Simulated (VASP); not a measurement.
Here is a VASP 6.6.1 calculation.

Contents of INCAR:

```
SYSTEM = SnTe
ALGO = Normal
EDIFF = 1E-6
EDIFFG = -0.01
ENCUT = 600
GGA = RP
IBRION = 2
ISIF = 3
ISMEAR = -1
LASPH = .TRUE.
LCHARG = .FALSE.
LREAL = .FALSE.
LWAVE = .FALSE.
NELM = 80
NSW = 60
PREC = Accurate
SIGMA = 0.05
```

The input KPOINTS:

```
k-points
0
G
  7 7 7
  0 0 0
```

File POSCAR:

```
SnTe
1.0
    3.9047000000      0.0000000000      0.0000000000
    0.0000000000      3.9047000000      0.0000000000
    0.0000000000      0.0000000000      3.9047000000
Te Sn
1 1
Direct
    0.5000000000      0.5000000000      0.5000000000
    0.0000000000      0.0000000000      0.0000000000
```

Potentials or basis: VASP PAW PBE potentials, release 64 (Te, Sn_d).

The run is started by

```console
$ cat potpaw_PBE.64/Te/POTCAR potpaw_PBE.64/Sn_d/POTCAR > POTCAR
$ mpirun -np 1 vasp_std > vasp.out
```

Problem. Predict the relaxed volume.

Solution. 29.99 Å³/atom.

Problem. Predict the relaxed cell.

Solution. a = 3.914 Å, b = 3.914 Å, c = 3.914 Å, α = 90.00°, β = 90.00°, γ = 90.00°.

Final structure:
```cif
data_structure
_symmetry_space_group_name_H-M 'P 1'
_symmetry_Int_Tables_number 1
_cell_length_a 3.9143
_cell_length_b 3.9143
_cell_length_c 3.9143
_cell_angle_alpha 90.000
_cell_angle_beta 90.000
_cell_angle_gamma 90.000
_cell_volume 59.97
loop_
_atom_site_label
_atom_site_type_symbol
_atom_site_fract_x
_atom_site_fract_y
_atom_site_fract_z
_atom_site_occupancy
Te1 Te 0.50000 0.50000 0.50000 1
Sn1 Sn 0.00000 0.00000 0.00000 1
```

Caveat: the PAW data sets were made with another functional, which shifts forces and pressure a little.
